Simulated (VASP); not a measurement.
Ta2Cr:

```
Ta Cr
1.0
     0.00000    3.56932    3.56932
     3.56932    0.00000    3.56932
     3.56932    3.56932    0.00000
Ta Cr
4 2
Direct
  0.62500 0.62500 0.62500
  0.12500 0.62500 0.62500
  0.62500 0.62500 0.12500
  0.62500 0.12500 0.62500
  0.00000 0.00000 0.00000
  0.25000 0.25000 0.25000
```

```yaml
Program: VASP 6.6.1
Task: relaxation of cell and atoms
Functional: PBE
Potentials_or_basis: VASP PAW PBE potentials, release 64 (Ta_pv, Cr_pv)
Cutoff: 600 eV
k_mesh: 4 × 4 × 4
Occupations: gaussian, width 0.1 eV
Spin: collinear spin, ferromagnetic start
Starting_moments: "[0.0, 0.0, 0.0, 0.0, 0.98, 0.98] μB"
```

At the start: pressure 35.0 GPa; volume 15.16 Å³/atom.

Task: How do energy, volume and symmetry change on relaxing?

Result: Over 4 steps the energy falls by 329.9 meV/atom and the volume is 18.66 Å³/atom (+23.1 %); space group Fd-3m (No. 227, to 0.1 Å) before and after; moment 5.52 μB per cell.

Step by step:
| step | energy change (eV) | largest force (eV/Å) | pressure (GPa) | volume (Å³) |
| --- | --- | --- | --- | --- |
| 1 | 0.0000 | 0.0000 | 34.97 | 90.95 |
| 2 | 0.1863 | 0.0000 | -19.20 | 141.82 |
| 3 | -1.9210 | 0.0000 | -0.95 | 112.74 |
| 4 | -1.9792 | 0.0000 | 0.02 | 111.99 |

Final structure:
```
CELL_PARAMETERS angstrom
0.00000 3.82569 3.82569
3.82569 0.00000 3.82569
3.82569 3.82569 0.00000
ATOMIC_POSITIONS crystal
Ta 0.62500 0.62500 0.62500
Ta 0.12500 0.62500 0.62500
Ta 0.62500 0.62500 0.12500
Ta 0.62500 0.12500 0.62500
Cr 0.00000 0.00000 0.00000
Cr 0.25000 0.25000 0.25000
```

Caveat: the k points lie up to 0.36 Å⁻¹ apart in the final cell; the volume moved by over 15 % at a fixed basis, so the end points are rough.
